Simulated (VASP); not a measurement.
NiO:

```xyz
2
Lattice="2.5046 0.0000 0.0000 0.0000 2.5046 0.0000 0.0000 0.0000 2.5046" Properties=species:S:1:pos:R:3 pbc="T T T"
Ni    0.0000    0.0000    0.0000
O     1.2523    1.2523    1.2523
```

Base run:

```yaml
Program: VASP 6.6.1
Functional: PBEsol
Potentials_or_basis: VASP PAW PBE potentials, release 64 (Ni, O)
Cutoff: 600 eV
k_mesh: 7 × 7 × 7
Occupations: gaussian, width 0.05 eV
Spin: collinear spin, ferromagnetic start
Starting_moments: "[1.44, 0.52] μB"
Hubbard_terms: Ni d U = 1.0 eV
```

Its results: pressure 15.4 GPa; site moments Ni +1.25; O +0.43 μB.

Problem. After a change of settings the same cell gave: pressure 18.5 GPa; site moments Ni +1.43; O +0.52 μB. Which change was it?
A. moments at the start from [1.44, 0.52] to [0.77, 0.23]
B. moments at the start from [1.44, 0.52] to [1.46, 0.53]; fixed moment from none to 1.8 μB
C. moments at the start from [1.44, 0.52] to [1.6, 0.61]; fixed moment from none to 2 μB
D. moments at the start from [1.44, 0.52] to [0.5, 0.0]; fixed moment from none to 0.5 μB

Solution. C.

Caveats: the cell stands under pressure; the PAW data sets were made with another functional, which shifts forces and pressure a little; a cell with one magnetic atom can't hold antiferromagnetic order, which such compounds often take; the total moment is fixed, so each spin has its own Fermi level and the state may be an excited one (at least some runs).
